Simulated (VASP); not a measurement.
# CaSnCl6 (P1) in VASP: single point with PBEsol

Aim: the single point of CaSnCl6 with PBEsol.

Everything below comes from runs of VASP 6.6.1. Logs are shortened: lines on timing, memory, paths and dates and some standing lists are left out, and cuts for length are marked.

## 1. The cell of the first run

The typed cell holds 8 atoms: a = 6.382 Å, b = 6.946 Å, c = 6.383 Å, α = 62.66°, β = 60.01°, γ = 62.67°.

## 2. Single point, PBEsol

File INCAR:

```
PREC = Accurate
ENCUT = 520
EDIFF = 1E-6
ISMEAR = -1
SIGMA = 0.05
LREAL = False
LASPH = True
NELM = 60
ALGO = Normal
ISIF = 2
LWAVE = False
LCHARG = False
GGA = PS
NBANDS = 43
```

File KPOINTS:

```
Automatic mesh
0
Gamma
  4 4 4
```

File POSCAR:

```
CaSnCl6
1.0
   -0.0021285277      4.5147540800      4.5108869359
    4.9027749480     -0.3901523006      4.9051745338
    4.5133614650      4.5134878717     -0.0008894229
Ca Sn Cl
1 1 6
Direct
    0.5027224544      0.4980928335      0.4973956534
    0.0026427994     -0.0018983541     -0.0025321285
    0.5998916692      0.2362935330      0.2241993801
    0.4053416212      0.7598903868      0.7706945294
    0.0649719162      0.7599116605      0.4001281359
    0.9403913948      0.2362300387      0.5947406960
    0.2294347892      0.2364023291      0.9351758826
    0.7759423636      0.7597856944      0.0596037499
```

Potentials or basis: VASP PAW PBE potentials, release 64 (Ca_sv, Sn_d, Cl).

Launch:

```bash
$ cat potpaw_PBE.64/Ca_sv/POTCAR potpaw_PBE.64/Sn_d/POTCAR potpaw_PBE.64/Cl/POTCAR > POTCAR
$ mpirun -np 1 vasp_std > vasp.out
```

OUTCAR:

```text
PREC = Accurate
   ENCUT = 520
   EDIFF = 1E-6
   ISMEAR = -1
   LREAL = False
   LASPH = True
   NELM = 60
   ISIF = 2
   GGA = PS

 ion  position               nearest neighbor table
   1  0.503  0.498  0.497-   8 2.74   7 2.74   6 2.74   4 2.74   3 2.74   5 2.74
   2  0.003  0.998  0.997-   5 2.45   7 2.45   8 2.45   6 2.45   3 2.45   4 2.45
   3  0.600  0.236  0.224-   2 2.45   1 2.74
   4  0.405  0.760  0.771-   2 2.45   1 2.74
   5  0.065  0.760  0.400-   2 2.45   1 2.74
   6  0.940  0.236  0.595-   2 2.45   1 2.74
   7  0.229  0.236  0.935-   2 2.45   1 2.74
   8  0.776  0.760  0.060-   2 2.45   1 2.74

  LATTYP: Found a triclinic cell.
 ALAT       =    11.3909391209
 B/A-ratio  =     0.5603788986
 C/A-ratio  =     0.8282731451
 COS(alpha) =     0.0000501565
 COS(beta)  =     0.4492237184
 COS(gamma) =     0.8405349687

  Lattice vectors:

 A1 = (  -4.1260765097,  -4.9023739640,   9.4178403155)
 A2 = (  -4.5154899927,   0.0012662083,   4.5117763588)
 A3 = (   0.3915420107,  -9.4183942523,   0.3951770208)

Analysis of symmetry for initial positions (statically):
=====================================================================
 Subroutine PRICEL returns:
 Original cell was already a primitive cell.

 Routine SETGRP: Setting up the symmetry group for a
 triclinic supercell.

 Subroutine GETGRP returns: Found  1 space group operations
 (whereof  1 operations were pure point group operations)
 out of a pool of  2 trial point group operations.

The static configuration has the point symmetry C_1 .

Analysis of symmetry for dynamics (positions and initial velocities):
=====================================================================
 Subroutine PRICEL returns:
 Original cell was already a primitive cell.

 Routine SETGRP: Setting up the symmetry group for a
 triclinic supercell.

 Subroutine GETGRP returns: Found  1 space group operations
 (whereof  1 operations were pure point group operations)
 out of a pool of  2 trial point group operations.

The dynamic configuration has the point symmetry C_1 .

 Subroutine INISYM returns: Found  1 space group operations
 (whereof  1 operations are pure point group operations),
 and found     1 'primitive' translations

----------------------------------------------------------------------------------------

                                     Primitive cell

  volume of cell :     207.7811

  direct lattice vectors                    reciprocal lattice vectors
    -0.002128528  4.514754080  4.510886936    -0.106550129  0.106569802  0.114974453
     4.902774948 -0.390152301  4.905174534     0.098006281 -0.097984202  0.098114449
     4.513361465  4.513487872 -0.000889423     0.115051823  0.106488552 -0.106525555

  length of vectors
     6.382092908  6.946233383  6.382946441     0.189549934  0.169801591  0.189537404

  position of ions in fractional coordinates (direct lattice)
     0.502722454  0.498092834  0.497395653
     0.002642799  0.998101646  0.997467871
     0.599891669  0.236293533  0.224199380
     0.405341621  0.759890387  0.770694529
     0.064971916  0.759911661  0.400128136
     0.940391395  0.236230039  0.594740696
     0.229434789  0.236402329  0.935175883
     0.775942364  0.759785694  0.059603750

  ion indices of the primitive-cell ions
   primitive index   ion index
                 1           1
                 2           2
                 3           3
                 4           4
                 5           5
                 6           6
                 7           7
                 8           8

----------------------------------------------------------------------------------------

 KPOINTS: Automatic mesh

Automatic generation of k-mesh.
 Grid dimensions read from file:
 generate k-points for:    4    4    4

 Generating k-lattice:

  Cartesian coordinates                     Fractional coordinates (reciprocal lattice)
    -0.026637532  0.026642450  0.028743613     0.250000000  0.000000000 -0.000000000
     0.024501570 -0.024496051  0.024528612     0.000000000  0.250000000  0.000000000
     0.028762956  0.026622138 -0.026631389     0.000000000 -0.000000000  0.250000000

  Length of vectors
     0.047387484  0.042450398  0.047384351

  Shift w.r.t. Gamma in fractional coordinates (k-lattice)
     0.000000000  0.000000000  0.000000000

 Subroutine IBZKPT returns following result:
 ===========================================

 Found     36 irreducible k-points:

 Following reciprocal coordinates:
            Coordinates               Weight
  0.000000  0.000000  0.000000      1.000000
  0.250000 -0.000000  0.000000      2.000000
  0.500000 -0.000000  0.000000      1.000000
 -0.000000  0.250000 -0.000000      2.000000
  0.250000  0.250000 -0.000000      2.000000
  0.500000  0.250000  0.000000      2.000000
[... 16 lines left out ...]
  0.000000 -0.250000  0.250000      2.000000
  0.250000 -0.250000  0.250000      2.000000
 [... further k-points ...]
   k-points           NKPTS =     36   k-points in BZ     NKDIM =     36   number of bands    NBANDS=     43
   number of dos      NEDOS =    301   number of ions     NIONS =      8
   total plane-waves  NPLWV = 124416
   dimension x,y,z NGX =    48 NGY =   54 NGZ =   48
   dimension x,y,z NGXF=    96 NGYF=  108 NGZF=   96
   ions per type =               1   1   6
   NGX,Y,Z   is equivalent  to a cutoff of  12.50, 12.92, 12.50 a.u.
   NGXF,Y,Z  is equivalent  to a cutoff of  25.01, 25.85, 25.00 a.u.
 SYSTEM =  unknown system
   PREC   = accura    normal or accurate (medium, high low for compatibility)
   ISTART =      0    job   : 0-new  1-cont  2-samecut
   ICHARG =      2    charge: 1-file 2-atom 10-const
   ISPIN  =      1    spin polarized calculation?
   LNONCOLLINEAR =      F non collinear calculations
   LSORBIT =      F    spin-orbit coupling
   LASPH  =      T    aspherical Exc in radial PAW
   ENCUT  =  520.0 eV  38.22 Ry    6.18 a.u.  11.87 12.92 11.87*2*pi/ulx,y,z
   NELM   =     60;   NELMIN=  2; NELMDL= -5     # of ELM steps
   EDIFF  = 0.1E-05   stopping-criterion for ELM
   LREAL  =      F    real-space projection
   EDIFFG = 0.1E-04   stopping-criterion for IOM
   NSW    =      0    number of steps for IOM
   IBRION =     -1    ionic relax: 0-MD 1-quasi-New 2-CG
   NFREE  =      0    steps in history (QN), initial steepest desc. (CG)
   ISIF   =      2    stress and relaxation
   ISYM   =      2    0-nonsym 1-usesym 2-fastsym
   POTIM  = 0.5000    time-step for ionic-motion
   TEBEG  =    0.0;   TEEND  =   0.0 temperature during run
   PSTRESS=    0.0 pullay stress
   NELECT =      66.0000    total number of electrons
   NUPDOWN=      -1.0000    fix difference up-down
   EMIN   =  10.00;   EMAX   =-10.00  energy-range for DOS
   EFERMI =   0.00;   METHOD = LEGACY
   ISMEAR =    -1;   SIGMA  =   0.05  broadening in eV -4-tet -1-fermi 0-gaus
   EFERMI_NEDOS =   21; number of points for ismear=-14 and -15
   IALGO  =     38    algorithm
   IMIX   =      4    mixing-type and parameters
     AMIX     =   0.40;   BMIX     =  1.00
     AMIX_MAG =   1.60;   BMIX_MAG =  1.00
  volume/ion in A,a.u.               =      25.97       175.27
  Fermi-wavevector in a.u.,A,eV,Ry     =   1.117003  2.110829 16.975916  1.247695
  Thomas-Fermi vector in A             =   2.253621
   LORBIT       =      0    0 simple, 1 ext, 2 COOP (PROOUT), +10 PAW based schemes
   GGA     = PS    functional components
   LHFCALC =     F    Hartree Fock is set to
   AEXX    =    0.0000 exact exchange contribution
   IVDW    =     0    specifies the selected vdW correction
   LEPSILON=     F    determine dielectric tensor
   LRPA    =     F    only Hartree local field effects (RPA)
 non-spin polarized calculation
  energy-cutoff  :      520.00
  volume of cell :      207.78
 maximum number of plane-waves:      5628
   NGX = 23   NGY = 25   NGZ = 23

 number of electron      66.0000000 magnetization

 Free energy of the ion-electron system (eV)
  ---------------------------------------------------
  ext. energy  EPLUGINS =         0.00000000
  ---------------------------------------------------
  free energy    TOTEN  =       -29.89473046 eV

  energy without entropy =      -29.89473046  energy(sigma->0) =      -29.89473046

 E-fermi :   1.7768     XC(G=0):  -8.7219

 val. band max:        0.4781695120   @ k =   0.0000   0.0000   0.5000
 cond. band min:       3.2699532303   @ k =   0.5000  -0.0000   0.5000
 fundamental gap:      2.7917837183
 Fermi energy:         1.7767935535

 k-point     1 :       0.0000    0.0000    0.0000
  band No.  band energies     occupation
      1     -37.9991      2.00000
      2     -19.9961      2.00000
      3     -19.9961      2.00000
      4     -19.8356      2.00000
      5     -19.8355      2.00000
      6     -19.8286      2.00000
[... 35 lines left out ...]
     42       7.7873      0.00000
     43       7.8282      0.00000

 k-point     2 :       0.2500   -0.0000    0.0000
  band No.  band energies     occupation
      1     -37.9991      2.00000
      2     -19.9964      2.00000
      3     -19.9963      2.00000
      4     -19.8356      2.00000
      5     -19.8355      2.00000
      6     -19.8286      2.00000
[... 35 lines left out ...]
     42       8.1692      0.00000
     43       8.7077      0.00000

 k-point     3 :       0.5000   -0.0000    0.0000
  band No.  band energies     occupation
      1     -37.9991      2.00000
      2     -19.9968      2.00000
      3     -19.9966      2.00000
      4     -19.8356      2.00000
      5     -19.8355      2.00000
      6     -19.8286      2.00000
[... 919 lines left out ...]
      6     -19.8286      2.00000
[... 35 lines left out ...]
     42       8.8170      0.00000
     43       8.9777      0.00000

 k-point    24 :       0.2500   -0.2500    0.2500
  band No.  band energies     occupation
      1     -37.9991      2.00000
      2     -19.9963      2.00000
      3     -19.9962      2.00000
      4     -19.8356      2.00000
      5     -19.8355      2.00000
      6     -19.8286      2.00000
[... 35 lines left out ...]
     42       8.6811      0.00000
     43       8.9276      0.00000

 [... further k-points ...]

------------------------ aborting loop because EDIFF is reached ----------------------------------------

  FORCE on cell =-STRESS in cart. coord.  units (eV):
  Direction    XX          YY          ZZ          XY          YZ          ZX
  --------------------------------------------------------------------------------------
  -------------------------------------------------------------------------------------
  Total       -0.0356801     -0.0350364     -0.0272595      0.0028262      0.0016462     -0.0027597
  in kB       -0.2751257     -0.2701621     -0.2101953      0.0217924      0.0126938     -0.0212799
  external PRESSURE =      -0.2518277 kB  Pullay stress =       0.0000000 kB

 VOLUME and BASIS-vectors are now :
 -----------------------------------------------------------------------------
  energy-cutoff  :      520.00
  volume of cell :      207.78
      direct lattice vectors                 reciprocal lattice vectors
    -0.002128528  4.514754080  4.510886936    -0.106550129  0.106569802  0.114974453
     4.902774948 -0.390152301  4.905174534     0.098006281 -0.097984202  0.098114449
     4.513361465  4.513487872 -0.000889423     0.115051823  0.106488552 -0.106525555

 POSITION                                       TOTAL-FORCE (eV/Angst)
 -----------------------------------------------------------------------------------
      4.68589      4.32033      4.71051         0.000504     -0.000119     -0.000212
      9.39540      4.12458      4.90690        -0.001362     -0.000534      0.000322
      2.16911      3.62809      3.86491        -0.011337     -0.001993     -0.004213
      7.20313      5.01207      5.55516         0.010575      0.002949      0.004956
      5.53146      1.80282      4.02022         0.004512     -0.011017     -0.003224
      3.84046      6.83783      5.40022        -0.003785      0.010652      0.003246
      5.37933      5.16451      2.19372         0.002271      0.004324     -0.011432
      3.99242      3.47578      7.22702        -0.001378     -0.004261      0.010556
 -----------------------------------------------------------------------------------
    total drift:                               -0.000441     -0.000047      0.000299

  FREE ENERGIE OF THE ION-ELECTRON SYSTEM (eV)
  ---------------------------------------------------
  free  energy   TOTEN  =       -29.8947304563 eV

  energy  without entropy=      -29.8947304563  energy(sigma->0) =      -29.89473046
```

It took 4.4 min on 1 thread of AMD EPYC 7R13 (Zen 3), shared host; peak memory 0.49 GiB.

Results:

```yaml
Free_energy: -29.8947 eV
Pressure: 0.0 GPa
Largest_force: 0.012 eV/Å
Band_gap_on_the_k_mesh: 2.79 eV (least direct gap 2.81 eV)
```

Forces on the atoms (eV/Å):
```
Ca   0.001  0.000  0.000
Sn  -0.001 -0.001  0.000
Cl  -0.011 -0.002 -0.004
Cl   0.011  0.003  0.005
Cl   0.005 -0.011 -0.003
Cl  -0.004  0.011  0.003
Cl   0.002  0.004 -0.011
Cl  -0.001 -0.004  0.011
```

Levels at points of the mesh, in eV from the valence-band top:
```tsv
k point	band 30	band 31	band 32	band 33	band 34	band 35	band 36	band 37
(0.00, 0.00, 0.00)	-0.18	-0.07	-0.07	0.00	2.81	6.34	6.34	6.36
(0.50, 0.00, 0.00)	-0.33	-0.26	-0.16	0.00	3.06	5.60	5.82	5.88
(0.00, 0.50, 0.00)	-0.29	-0.29	-0.06	-0.06	3.11	5.84	5.84	6.05
(0.50, 0.50, 0.00)	-0.53	-0.35	-0.25	-0.11	2.79	6.00	6.32	6.38
(0.00, 0.00, 0.50)	-0.33	-0.26	-0.16	0.00	3.06	5.60	5.82	5.89
(0.50, 0.00, 0.50)	-0.53	-0.35	-0.25	-0.11	2.79	6.00	6.32	6.38
(0.00, 0.50, 0.50)	-0.53	-0.35	-0.25	-0.11	2.79	6.00	6.32	6.38
(0.50, 0.50, 0.50)	-0.33	-0.26	-0.16	0.00	3.06	5.60	5.82	5.89
```

Caveat: the PAW data sets were made with another functional, which shifts forces and pressure a little; spin-orbit coupling is left out, which moves the levels of the heavy elements. A k mesh can miss the band edges.
